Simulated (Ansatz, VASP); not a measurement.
## One calculation of Be4ZnTe, two programs

```
CELL_PARAMETERS angstrom
3.25038 -1.85466 -0.01675
3.25038 1.85466 -0.01675
-0.44151 0.00000 7.26465
ATOMIC_POSITIONS crystal
Be 0.40353 0.40353 0.45316
Be 0.18703 0.18703 0.16602
Be 0.07923 0.07923 0.45517
Be 0.73150 0.73150 0.35332
Zn 0.75726 0.75726 0.65101
Te 0.84421 0.84421 0.01133
```

Change from the starting cell: the structure that the rattled cell fell into.

Alike in both runs: functional PBE; k mesh 10 × 10 × 4; occupations gaussian, width 0.1 eV; no spin polarisation.

Ansatz relaxed the structure, and its values are those at the end. VASP's run is a single point on that final structure, the one shown.

|  | VASP | Ansatz |
| --- | --- | --- |
| version | VASP 6.6.1 | Ansatz 0.2.0 |
| potentials or method | VASP PAW PBE potentials, release 64 (Be, Zn, Te), cutoff 600 eV | scalar-relativistic, plane waves, PAW |
| valence electrons in the cell | 26 | 36 |

|  | VASP | Ansatz | Ansatz less VASP |
| --- | --- | --- | --- |
| gap on the k mesh at the Fermi level (eV) | none | none | - |
| pressure (GPa) | 0.1 | 0.0 | -0.14 |
| rms of the force components (eV/Å) | 0.006 | 0.002 | -0.0043 |

A gap of «none» marks a metal or a gap that the smearing closes. VASP's potentials hold 26 valence electrons a cell and Ansatz's 36, so a difference there can come from the potentials and not from the codes.

Neither program's run includes spin-orbit coupling.
